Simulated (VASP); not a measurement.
# Mg2C3 (C2/m) in VASP: further runs

Mg2C3 is run at these levels: PBE; tasks: single point, relaxation of shape and atoms at fixed volume.

Everything below comes from runs of VASP 6.6.1. Logs are shortened: lines on timing, memory, paths and dates and some standing lists are left out, and cuts for length are marked.

### 1 The cell of the first run

The structure is monoclinic, space group C2/m (No. 12). The conventional cell has a = 4.682 Å, b = 4.530 Å, c = 4.867 Å, α = 90.00°, β = 103.40°, γ = 90.00°. Mg (site symmetry m) has 9 C at 2.19 to 2.78 Å and 5 Mg at 2.95 to 3.09 Å within 3.1 Å. C (site symmetry m) has 1 C at 1.32 Å within 1.8 Å. Within 1.8 Å of C (site symmetry 2/m) lie 2 C at 1.32 Å.

### 2 Single point, PBE (10.04 Å³/atom)

File INCAR:

```
PREC     = Accurate       # precision mode
ENCUT    = 520            # plane-wave cutoff, eV
EDIFF    = 1E-7           # SCF threshold, eV
ISMEAR   = 0              # smearing method
SIGMA    = 0.02           # smearing width, eV
LREAL    = False          # projectors in reciprocal space
LASPH    = True           # aspherical terms in the spheres
NELM     = 100            # most SCF steps
ALGO     = Normal         # electronic algorithm
ISIF     = 2              # what is computed and relaxed
LWAVE    = False          # write WAVECAR
LCHARG   = True           # write CHGCAR
GGA      = PE             # functional
LELF     = True           # ELF
LVHAR    = True         
NBANDS   = 16             # bands
```

File KPOINTS:

```
regular mesh
0
Gamma
  8 8 6
```

File POSCAR:

```
Mg2C3
1.0
    2.3408448665     -2.2652328270      0.0150615765
    2.3408448665      2.2652328270      0.0150615765
   -1.1583619456      0.0000000000      4.7275885846
Mg C
2 3
Direct
    0.8083151568      0.8083151568      0.2015004638
    0.1916848432      0.1916848432      0.7984995362
    0.2979488774      0.2979488774      0.2607644629
    0.7020511226      0.7020511226      0.7392355371
    0.5000000000      0.5000000000      0.5000000000
```

Potentials or basis: VASP PAW PBE potentials, release 64 (Mg, C).

Run with:

```
> cat potpaw_PBE.64/Mg/POTCAR potpaw_PBE.64/C/POTCAR > POTCAR
> mpirun -np 1 vasp_std > vasp.out
```

OUTCAR:

```text
PREC = Accurate
   ENCUT = 520
   EDIFF = 1E-7
   ISMEAR = 0
   LREAL = False
   LASPH = True
   NELM = 100
   ISIF = 2
   GGA = PE

 ion  position               nearest neighbor table
   1  0.808  0.808  0.202-   4 2.19   3 2.24   5 2.27   3 2.29   3 2.29   3 2.47   5 2.73   5 2.73
                             4 2.78   2 2.95   2 2.96   2 2.96   2 3.04   2 3.09
   2  0.192  0.192  0.798-   3 2.19   4 2.24   5 2.27   4 2.29   4 2.29   4 2.47   5 2.73   5 2.73
                             3 2.78   1 2.95   1 2.96   1 2.96   1 3.04   1 3.09
   3  0.298  0.298  0.261-   5 1.32   2 2.19   1 2.24   1 2.29   1 2.29   1 2.47   2 2.78
   4  0.702  0.702  0.739-   5 1.32   1 2.19   2 2.24   2 2.29   2 2.29   2 2.47   1 2.78
   5  0.500  0.500  0.500-   3 1.32   4 1.32   1 2.27   2 2.27   2 2.73   2 2.73   1 2.73   1 2.73

  LATTYP: Found a base centered monoclinic cell.
 ALAT       =     4.6817866419
 B/A-ratio  =     0.9676787946
 C/A-ratio  =     1.0396527164
 COS(beta)  =    -0.2317279572

  Lattice vectors:

 A1 = (   2.3408448665,  -2.2652328270,   0.0150615765)
 A2 = (   2.3408448665,   2.2652328270,   0.0150615765)
 A3 = (  -1.1583619456,   0.0000000000,   4.7275885846)

Analysis of symmetry for initial positions (statically):
=====================================================================
 Subroutine PRICEL returns:
 Original cell was already a primitive cell.

 Routine SETGRP: Setting up the symmetry group for a
 base centered monoclinic supercell.

 Subroutine GETGRP returns: Found  4 space group operations
 (whereof  4 operations were pure point group operations)
 out of a pool of  4 trial point group operations.

The static configuration has the point symmetry C_2h.

Analysis of symmetry for dynamics (positions and initial velocities):
=====================================================================
 Subroutine PRICEL returns:
 Original cell was already a primitive cell.

 Routine SETGRP: Setting up the symmetry group for a
 base centered monoclinic supercell.

 Subroutine GETGRP returns: Found  4 space group operations
 (whereof  4 operations were pure point group operations)
 out of a pool of  4 trial point group operations.

The dynamic configuration has the point symmetry C_2h.

 Subroutine INISYM returns: Found  4 space group operations
 (whereof  4 operations are pure point group operations),
 and found     1 'primitive' translations

----------------------------------------------------------------------------------------

                                     Primitive cell

  volume of cell :      50.2157

  direct lattice vectors                    reciprocal lattice vectors
     2.340844866 -2.265232827  0.015061576     0.213261879 -0.220727863  0.052253795
     2.340844866  2.265232827  0.015061576     0.213261879  0.220727863  0.052253795
    -1.158361946  0.000000000  4.727588585    -0.001358858  0.000000000  0.211191379

  length of vectors
     3.257462402  3.257462402  4.867432200     0.311338847  0.311338847  0.211195750

  position of ions in fractional coordinates (direct lattice)
     0.808315157  0.808315157  0.201500464
     0.191684843  0.191684843  0.798499536
     0.297948877  0.297948877  0.260764463
     0.702051123  0.702051123  0.739235537
     0.500000000  0.500000000  0.500000000

  ion indices of the primitive-cell ions
   primitive index   ion index
                 1           1
                 2           2
                 3           3
                 4           4
                 5           5

----------------------------------------------------------------------------------------

 KPOINTS: regular mesh

Automatic generation of k-mesh.
 Grid dimensions read from file:
 generate k-points for:    8    8    6

 Generating k-lattice:

  Cartesian coordinates                     Fractional coordinates (reciprocal lattice)
     0.026657735 -0.027590983  0.006531724     0.125000000  0.000000000 -0.000000000
     0.026657735  0.027590983  0.006531724     0.000000000  0.125000000 -0.000000000
    -0.000226476  0.000000000  0.035198563    -0.000000000 -0.000000000  0.166666667

  Length of vectors
     0.038917356  0.038917356  0.035199292

  Shift w.r.t. Gamma in fractional coordinates (k-lattice)
     0.000000000  0.000000000  0.000000000

 Subroutine IBZKPT returns following result:
 ===========================================

 Found    114 irreducible k-points:

 Following reciprocal coordinates:
            Coordinates               Weight
  0.000000  0.000000  0.000000      1.000000
  0.125000  0.000000 -0.000000      4.000000
  0.250000  0.000000 -0.000000      4.000000
  0.375000 -0.000000 -0.000000      4.000000
  0.500000  0.000000 -0.000000      2.000000
  0.125000  0.125000 -0.000000      2.000000
[... 16 lines left out ...]
  0.125000  0.000000  0.166667      4.000000
  0.250000 -0.000000  0.166667      4.000000
 [... further k-points ...]
   k-points           NKPTS =    114   k-points in BZ     NKDIM =    114   number of bands    NBANDS=     16
   number of dos      NEDOS =    301   number of ions     NIONS =      5
   total plane-waves  NPLWV =  20736
   dimension x,y,z NGX =    24 NGY =   24 NGZ =   36
   dimension x,y,z NGXF=    48 NGYF=   48 NGZF=   72
   ions per type =               2   3
   NGX,Y,Z   is equivalent  to a cutoff of  12.25, 12.25, 12.30 a.u.
   NGXF,Y,Z  is equivalent  to a cutoff of  24.50, 24.50, 24.59 a.u.
 SYSTEM =  unknown system
   PREC   = accura    normal or accurate (medium, high low for compatibility)
   ISTART =      0    job   : 0-new  1-cont  2-samecut
   ICHARG =      2    charge: 1-file 2-atom 10-const
   ISPIN  =      1    spin polarized calculation?
   LNONCOLLINEAR =      F non collinear calculations
   LSORBIT =      F    spin-orbit coupling
   LASPH  =      T    aspherical Exc in radial PAW
   ENCUT  =  520.0 eV  38.22 Ry    6.18 a.u.   6.06  6.06  9.05*2*pi/ulx,y,z
   NELM   =    100;   NELMIN=  2; NELMDL= -5     # of ELM steps
   EDIFF  = 0.1E-06   stopping-criterion for ELM
   LREAL  =      F    real-space projection
   EDIFFG = 0.1E-05   stopping-criterion for IOM
   NSW    =      0    number of steps for IOM
   IBRION =     -1    ionic relax: 0-MD 1-quasi-New 2-CG
   NFREE  =      0    steps in history (QN), initial steepest desc. (CG)
   ISIF   =      2    stress and relaxation
   ISYM   =      2    0-nonsym 1-usesym 2-fastsym
   POTIM  = 0.5000    time-step for ionic-motion
   TEBEG  =    0.0;   TEEND  =   0.0 temperature during run
   PSTRESS=    0.0 pullay stress
   NELECT =      16.0000    total number of electrons
   NUPDOWN=      -1.0000    fix difference up-down
   EMIN   =  10.00;   EMAX   =-10.00  energy-range for DOS
   EFERMI =   0.00;   METHOD = LEGACY
   ISMEAR =     0;   SIGMA  =   0.02  broadening in eV -4-tet -1-fermi 0-gaus
   EFERMI_NEDOS =   21; number of points for ismear=-14 and -15
   IALGO  =     38    algorithm
   IMIX   =      4    mixing-type and parameters
     AMIX     =   0.40;   BMIX     =  1.00
     AMIX_MAG =   1.60;   BMIX_MAG =  1.00
  volume/ion in A,a.u.               =      10.04        67.77
  Fermi-wavevector in a.u.,A,eV,Ry     =   1.118154  2.113005 17.010942  1.250269
  Thomas-Fermi vector in A             =   2.254783
   LORBIT       =      0    0 simple, 1 ext, 2 COOP (PROOUT), +10 PAW based schemes
   GGA     = PE    functional components
   LHFCALC =     F    Hartree Fock is set to
   AEXX    =    0.0000 exact exchange contribution
   IVDW    =     0    specifies the selected vdW correction
   LEPSILON=     F    determine dielectric tensor
   LRPA    =     F    only Hartree local field effects (RPA)
 non-spin polarized calculation
 Gauss-broadening in eV      SIGMA  =   0.02
  energy-cutoff  :      520.00
  volume of cell :       50.22
 maximum number of plane-waves:      1368
   NGX = 13   NGY = 13   NGZ = 19

 number of electron      16.0000000 magnetization

 Free energy of the ion-electron system (eV)
  ---------------------------------------------------
  ext. energy  EPLUGINS =         0.00000000
  ---------------------------------------------------
  free energy    TOTEN  =       -29.45747506 eV

  energy without entropy =      -29.45747506  energy(sigma->0) =      -29.45747506

 E-fermi :   5.3449     XC(G=0): -10.7675

 val. band max:        5.2111815846   @ k =   0.0000   0.0000   0.5000
 cond. band min:       6.9580972456   @ k =   0.5000   0.5000  -0.0000
 fundamental gap:      1.7469156610
 Fermi energy:         5.3449135755

 k-point     1 :       0.0000    0.0000    0.0000
  band No.  band energies     occupation
      1     -11.1731      2.00000
      2      -7.0447      2.00000
      3      -2.4612      2.00000
      4       1.0524      2.00000
      5       1.8523      2.00000
      6       2.2781      2.00000
[... 8 lines left out ...]
     15      15.2108      0.00000
     16      16.2738      0.00000

 k-point     2 :       0.1250    0.0000   -0.0000
  band No.  band energies     occupation
      1     -11.0753      2.00000
      2      -7.0280      2.00000
      3      -2.3279      2.00000
      4       0.6435      2.00000
      5       1.5463      2.00000
      6       2.1565      2.00000
[... 8 lines left out ...]
     15      14.8794      0.00000
     16      16.2621      0.00000

 k-point     3 :       0.2500    0.0000   -0.0000
  band No.  band energies     occupation
      1     -10.8169      2.00000
      2      -7.0064      2.00000
      3      -2.0181      2.00000
      4      -0.3241      2.00000
      5       1.3251      2.00000
      6       2.0127      2.00000
[... 8 lines left out ...]
     15      14.7273      0.00000
     16      16.2607      0.00000

 k-point     4 :       0.3750   -0.0000   -0.0000
  band No.  band energies     occupation
      1     -10.5171      2.00000
      2      -7.0277      2.00000
      3      -1.9816      2.00000
      4      -0.5375      2.00000
      5       0.8804      2.00000
      6       1.9873      2.00000
[... 8 lines left out ...]
     15      14.8455      0.00000
     16      16.1167      0.00000

 k-point     5 :       0.5000    0.0000   -0.0000
  band No.  band energies     occupation
      1     -10.3760      2.00000
      2      -7.0567      2.00000
      3      -2.1278      2.00000
      4      -0.0535      2.00000
      5       0.3213      2.00000
      6       1.9236      2.00000
[... 8 lines left out ...]
     15      14.8692      0.00000
     16      15.7776      0.00000

 k-point     6 :       0.1250    0.1250   -0.0000
  band No.  band energies     occupation
      1     -10.9798      2.00000
      2      -7.0341      2.00000
      3      -2.0969      2.00000
      4       0.4568      2.00000
      5       1.0875      2.00000
      6       1.8249      2.00000
[... 8 lines left out ...]
     15      14.0444      0.00000
     16      16.3319      0.00000
[... 267 lines left out ...]
 k-point    21 :       0.5000    0.5000   -0.0000
  band No.  band energies     occupation
      1      -9.7702      2.00000
      2      -6.8360      2.00000
      3      -1.3844      2.00000
      4      -0.8558      2.00000
      5      -0.3413      2.00000
      6       1.4133      2.00000
[... 8 lines left out ...]
     15      16.8070      0.00000
     16      18.3695      0.00000

 k-point    22 :       0.0000    0.0000    0.1667
  band No.  band energies     occupation
      1     -11.1297      2.00000
      2      -7.2086      2.00000
      3      -2.2085      2.00000
      4       1.0087      2.00000
      5       1.8001      2.00000
      6       2.0851      2.00000
[... 8 lines left out ...]
     15      14.7581      0.00000
     16      16.4814      0.00000

 k-point    23 :       0.1250    0.0000    0.1667
  band No.  band energies     occupation
      1     -11.0194      2.00000
      2      -7.2405      2.00000
      3      -1.8675      2.00000
      4       0.3983      2.00000
      5       1.4407      2.00000
      6       1.8483      2.00000
[... 8 lines left out ...]
     15      14.7813      0.00000
     16      16.6145      0.00000

 k-point    24 :       0.2500   -0.0000    0.1667
  band No.  band energies     occupation
      1     -10.7601      2.00000
      2      -7.1998      2.00000
      3      -1.3546      2.00000
      4      -0.7567      2.00000
      5       0.9543      2.00000
      6       1.7949      2.00000
[... 8 lines left out ...]
     15      15.3558      0.00000
     16      16.0410      0.00000

 [... further k-points ...]
[... 5 lines left out ...]
  --------------------------------------------------------------------------------------
  -------------------------------------------------------------------------------------
  Total        3.7289345      3.7032764      3.8061149      0.0000000      0.0000000      0.0806688
  in kB      118.9750905    118.1564447    121.4376047      0.0000000      0.0000000      2.5738111
  external PRESSURE =     119.5230466 kB  Pullay stress =       0.0000000 kB

 VOLUME and BASIS-vectors are now :
 -----------------------------------------------------------------------------
  energy-cutoff  :      520.00
  volume of cell :       50.22
      direct lattice vectors                 reciprocal lattice vectors
     2.340844866 -2.265232827  0.015061576     0.213261879 -0.220727863  0.052253795
     2.340844866  2.265232827  0.015061576     0.213261879  0.220727863  0.052253795
    -1.158361946  0.000000000  4.727588585    -0.001358858  0.000000000  0.211191379

 POSITION                                       TOTAL-FORCE (eV/Angst)
 -----------------------------------------------------------------------------------
      3.55087      0.00000      0.97696         0.005321      0.000000      0.000758
     -0.02754      0.00000      3.78075        -0.005321      0.000000     -0.000758
      1.09284      0.00000      1.24176        -0.027670      0.000000     -0.034754
      2.43048      0.00000      3.51595         0.027670      0.000000      0.034754
      1.76166      0.00000      2.37886         0.000000      0.000000      0.000000
 -----------------------------------------------------------------------------------
    total drift:                                0.000000     -0.000000     -0.000000

  FREE ENERGIE OF THE ION-ELECTRON SYSTEM (eV)
  ---------------------------------------------------
  free  energy   TOTEN  =       -29.4574750556 eV

  energy  without entropy=      -29.4574750556  energy(sigma->0) =      -29.45747506
```

Run time: 78 s. Hardware: 1 thread of Oxide Virtual Turin-like, shared host; peak memory 0.18 GiB.

What came out:

* Free energy: -29.4575 eV
* Pressure: 12.0 GPa
* Largest force: 0.044 eV/Å
* Band gap on the k mesh: 1.75 eV (least direct gap 2.56 eV)

Forces in eV/Å, atoms in the order of the input:
```
Mg   0.005  0.000  0.001
Mg  -0.005  0.000 -0.001
C   -0.028  0.000 -0.035
C    0.028  0.000  0.035
C    0.000  0.000  0.000
```

Stress tensor (GPa, compression positive):
```
11.90  0.00  0.26
 0.00 11.82  0.00
 0.26  0.00 12.14
```

Levels at points of the mesh, in eV from the valence-band top:
| k point | band 4 | band 5 | band 6 | band 7 | band 8 | band 9 | band 10 | band 11 | band 12 | band 13 |
| --- | --- | --- | --- | --- | --- | --- | --- | --- | --- | --- |
| (0.00, 0.00, 0.00) | -4.16 | -3.36 | -2.93 | -1.53 | -0.74 | 3.75 | 4.11 | 4.11 | 7.97 | 8.23 |
| (0.50, 0.00, 0.00) | -5.26 | -4.89 | -3.29 | -3.17 | -0.17 | 2.97 | 4.84 | 6.90 | 7.33 | 8.48 |
| (0.50, 0.50, 0.00) | -6.07 | -5.55 | -3.80 | -2.46 | -1.26 | 1.75 | 2.36 | 3.33 | 5.76 | 10.42 |
| (0.00, 0.00, 0.50) | -4.30 | -3.82 | -3.55 | -0.95 | 0.00 | 3.18 | 3.43 | 4.82 | 6.01 | 8.24 |
| (0.50, 0.00, 0.50) | -6.61 | -4.14 | -3.13 | -1.30 | -0.26 | 2.30 | 3.90 | 6.30 | 7.23 | 7.87 |
| (0.50, 0.50, 0.50) | -6.19 | -5.27 | -4.00 | -3.12 | -2.15 | 2.16 | 3.96 | 5.69 | 7.28 | 8.16 |

Caveat: the cell stands under pressure. A k mesh can miss the band edges.

### 3 Single point, PBE (12.14 Å³/atom)

This run uses another cell than the first one, of 12.14 Å³/atom.

File INCAR:

```
SYSTEM = Mg2C3
PREC = Accurate ; ENCUT = 520
EDIFF = 1E-6 ; ISMEAR = 0
SIGMA = 0.02 ; LREAL = .FALSE.
LASPH = .TRUE. ; NELM = 60
ALGO = Normal ; ISIF = 2
LWAVE = .FALSE. ; LCHARG = .FALSE.
GGA = PE ; NBANDS = 16
```

File KPOINTS:

```
Automatic mesh
0
G
  8 8 6
  0 0 0
```

File POSCAR:

```
Mg2C3
1.0
    2.4736995936     -2.4308797345     -0.0483025702
    2.4736995936      2.4308797345     -0.0483025702
   -1.3538737421      0.0000000000      5.0736321858
Mg C
2 3
Direct
    0.8119547118      0.8119547118      0.1906227228
    0.1880452882      0.1880452882      0.8093772772
    0.3101736917      0.3101736917      0.2617477622
    0.6898263083      0.6898263083      0.7382522378
    0.5000000000      0.5000000000      0.5000000000
```

Potentials or basis: VASP PAW PBE potentials, release 64 (Mg, C).

Run with:

```
> cat potpaw_PBE.64/Mg/POTCAR potpaw_PBE.64/C/POTCAR > POTCAR
> mpirun -np 1 vasp_std > vasp.out
```

It took 1.7 min on 1 thread of Oxide Virtual Turin-like, shared host; peak memory 0.21 GiB.

The run converged. Its results:

- Free energy: -29.4626 eV
- Pressure: -8.2 GPa
- Largest force: 0.044 eV/Å
- Band gap on the k mesh: 1.32 eV (least direct gap 1.96 eV)

Forces in eV/Å, atoms in the order of the input:
```
Mg  -0.005  0.000 -0.011
Mg   0.005  0.000  0.011
C   -0.021  0.000 -0.039
C    0.021  0.000  0.039
C    0.000  0.000  0.000
```

Stress tensor (GPa, compression positive):
```
-8.32  0.00  0.16
 0.00 -8.39  0.00
 0.16  0.00 -8.01
```

Levels at points of the mesh, in eV from the valence-band top:
```csv
k point,band 4,band 5,band 6,band 7,band 8,band 9,band 10,band 11,band 12,band 13
"(0.00, 0.00, 0.00)",-4.08,-3.52,-3.22,-1.36,-0.70,2.23,3.13,4.16,6.37,7.21
"(0.50, 0.00, 0.00)",-5.36,-4.75,-3.37,-3.18,-0.14,3.04,4.05,5.35,5.49,7.13
"(0.50, 0.50, 0.00)",-5.61,-5.38,-3.88,-2.55,-1.30,1.39,1.40,2.74,5.29,8.09
"(0.00, 0.00, 0.50)",-4.60,-3.90,-3.69,-0.95,0.00,2.81,3.06,3.46,5.40,5.85
"(0.50, 0.00, 0.50)",-6.35,-4.15,-3.34,-1.61,-0.23,1.73,3.86,5.06,5.59,6.30
"(0.50, 0.50, 0.50)",-5.62,-5.18,-4.05,-2.96,-1.98,1.66,2.46,4.97,5.29,6.85
```

Caveat: the cell stands under tension.

[end of part 1 of 2]
